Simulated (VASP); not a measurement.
Crystal: RbOs.

```xyz
4
Lattice="0.0000 3.8804 3.8804 3.8804 0.0000 3.8804 3.8804 3.8804 0.0000" Properties=species:S:1:pos:R:3 pbc="T T T"
Rb    3.8804    3.8804    3.8804
Rb    5.8206    5.8206    5.8206
Os    0.0000    0.0000    0.0000
Os    1.9402    1.9402    1.9402
```

```yaml
Program: VASP 6.6.1
Task: relaxation of cell and atoms
Functional: PBE
Potentials_or_basis: VASP PAW PBE potentials, release 64 (Rb_sv, Os)
Cutoff: 600 eV
k_mesh: 4 × 4 × 4
Occupations: gaussian, width 0.1 eV
Spin: no spin polarisation
```

At the start: pressure -7.5 GPa; volume 29.21 Å³/atom.

Where does the relaxation end?

Over 3 steps the energy falls by 184.0 meV/atom and the volume is 23.08 Å³/atom (-21.0 %); space group Fd-3m (No. 227, to 0.1 Å) before and after.

The path:
| step | energy change (eV) | largest force (eV/Å) | pressure (GPa) | volume (Å³) |
| --- | --- | --- | --- | --- |
| 1 | 0.0000 | 0.0000 | -7.49 | 116.86 |
| 2 | -0.7187 | 0.0000 | -1.75 | 95.25 |
| 3 | -0.7361 | 0.0000 | -0.06 | 92.30 |

Final structure:
```
CELL_PARAMETERS angstrom
0.00000 3.58694 3.58694
3.58694 0.00000 3.58694
3.58694 3.58694 0.00000
ATOMIC_POSITIONS crystal
Rb 0.50000 0.50000 0.50000
Rb 0.75000 0.75000 0.75000
Os 0.00000 0.00000 0.00000
Os 0.25000 0.25000 0.25000
```

Caveat: the volume moved by over 15 % at a fixed basis, so the end points are rough.
